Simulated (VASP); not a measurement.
Write the native input for VASP 6.6.1 that does the following.

| Property | Result |
| --- | --- |
| Task | single point |
| Functional | PBE |
| Potentials or basis | VASP PAW PBE potentials, release 64 (Al, O) |
| Cutoff | 520 eV |
| k mesh | 6 × 6 × 6 |
| Occupations | gaussian, width 0.02 eV |
| Spin | no spin polarisation |
| Dipole correction | no |
| Further INCAR settings | ALGO = Normal; EDIFF = 1e-06; NBANDS = 35 |

The structure of Al2O3 lies in POSCAR:

```
Al2O3
1.0
    2.4044410060      1.3882046620      4.3746680506
   -2.4044410060      1.3882046620      4.3746680506
    0.0000000000     -2.7764093241      4.3746680506
Al O
4 6
Direct
    0.3521453372      0.3521453372      0.3521453372
    0.1478546628      0.1478546628      0.1478546628
    0.6478546628      0.6478546628      0.6478546628
    0.8521453372      0.8521453372      0.8521453372
    0.5561721818      0.9438278182      0.2500000000
    0.2500000000      0.5561721818      0.9438278182
    0.9438278182      0.2500000000      0.5561721818
    0.4438278182      0.0561721818      0.7500000000
    0.7500000000      0.4438278182      0.0561721818
    0.0561721818      0.7500000000      0.4438278182
```

These files were run (other wordings do the same):

INCAR

```
PREC = Accurate
ENCUT = 520
EDIFF = 1E-6
ISMEAR = 0
SIGMA = 0.02
LREAL = False
LASPH = True
NELM = 100
ALGO = Normal
ISIF = 2
LWAVE = False
LCHARG = False
GGA = PE
NBANDS = 35
```

KPOINTS

```
regular mesh
0
Gamma
  6 6 6
```

Potentials or basis: VASP PAW PBE potentials, release 64 (Al, O).

Run with:

```bash
$ cat potpaw_PBE.64/Al/POTCAR potpaw_PBE.64/O/POTCAR > POTCAR
$ mpirun -np 1 vasp_std > vasp.out
```

Results of the run:

- Pressure: -0.2 GPa
- Largest force: 0.004 eV/Å
- Band gap on the k mesh: 5.85 eV

It took 47 s on 1 thread of Intel(R) Xeon(R) 6975P-C (Granite Rapids) (shared host), peak memory 0.25 GiB.
